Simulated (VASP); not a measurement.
# NaI: single point with r2SCAN

The system is NaI.

```
Na I
1.0
     4.04054    0.04283    0.00000
     0.04283    4.04054    0.00000
     0.00000    0.00000    4.04054
Na I
1 1
Direct
  0.00000 0.00000 0.00000
  0.50000 0.50000 0.50000
```

This cell differs from its parent crystal: shear xy strain +2.1%.

```
Program                : VASP 6.6.1
Task                   : single point
Functional             : r2SCAN
Potentials or basis    : VASP PAW PBE potentials, release 64 (Na_pv, I)
Cutoff                 : 520 eV
k mesh                 : 6 × 6 × 6
Occupations            : gaussian, width 0.01 eV
Spin                   : no spin polarisation
Dipole correction      : no
Further INCAR settings : ALGO = Normal; EDIFF = 1e-07; NBANDS = 14
```

```yaml
Pressure: 0.0 GPa
Band_gap_on_the_k_mesh: 3.07 eV (least direct gap 3.37 eV)
```

Stress tensor (GPa, compression positive):
```
-0.04  0.08  0.00
 0.08 -0.04  0.00
 0.00  0.00 -0.01
```

Levels at points of the mesh, in eV from the valence-band top:
```csv
k point,band 3,band 4,band 5,band 6,band 7,band 8,band 9,band 10,band 11,band 12
"(0.00, 0.00, 0.00)",-24.56,-12.18,-0.71,-0.67,-0.63,3.07,6.11,6.12,12.09,12.23
"(0.50, 0.00, 0.00)",-24.56,-11.83,-3.30,-0.34,-0.34,5.32,7.17,7.66,8.52,8.54
"(0.50, 0.50, 0.00)",-24.56,-11.52,-2.67,-2.62,0.00,3.37,7.69,8.95,9.12,9.37
"(0.00, 0.00, 0.50)",-24.56,-11.83,-3.30,-0.38,-0.30,5.33,7.17,7.67,8.48,8.57
"(0.50, 0.00, 0.50)",-24.56,-11.52,-2.65,-2.65,0.00,3.37,7.68,9.03,9.04,9.41
"(0.50, 0.50, 0.50)",-24.57,-11.23,-2.18,-2.16,-2.14,4.60,4.67,4.74,7.57,14.51
```

Wall time 2.5 min on 1 thread of Intel(R) Xeon(R) Platinum 8259CL CPU @ 2.50GHz (Skylake/Cascade Lake) (shared host), peak memory 0.2 GiB.

Caveat: the cell differs from its parent crystal (shear xy strain +2.1%); the PAW data sets were made with another functional, which shifts forces and pressure a little; spin-orbit coupling is left out, which moves the levels of the heavy elements. A k mesh can miss the band edges.
